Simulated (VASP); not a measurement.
Input of a VASP 6.6.1 run:

Contents of INCAR:

```
SYSTEM = PbS
PREC = Accurate
ENCUT = 520
EDIFF = 1E-7
ISMEAR = 0
SIGMA = 0.01
LREAL = .False.
LASPH = .True.
NELM = 60
ALGO = Normal
ISIF = 2
LWAVE = .False.
LCHARG = .False.
GGA = PE
NBANDS = 28
```

Contents of KPOINTS:

```
Automatic mesh
0
Gamma
  12 12 6
  0 0 0
```

File POSCAR:

```
PbS
1.0
    4.1285688056      0.0000000000      0.0000000000
   -2.0642844028      3.5754454669      0.0000000000
    0.0000000000      0.0000000000      7.3562728277
Pb S
2 2
Direct
    0.6666666667      0.3333333333      0.7500000000
    0.3333333333      0.6666666667      0.2500000000
    0.0000000000      0.0000000000      0.0000000000
    0.0000000000      0.0000000000      0.5000000000
```

Potentials or basis: VASP PAW PBE potentials, release 64 (Pb_d, S).

Launch:

```sh
$ cat potpaw_PBE.64/Pb_d/POTCAR potpaw_PBE.64/S/POTCAR > POTCAR
$ mpirun -np 1 vasp_std > vasp.out
```

Task: Estimate the band gap on the k mesh.

Result: 0.26 eV, indirect (least direct gap 0.27 eV).

Task: What does it give for the pressure?

Result: -0.1 GPa.

Caveat: spin-orbit coupling is left out, which moves the levels of the heavy elements. A k mesh can miss the band edges.
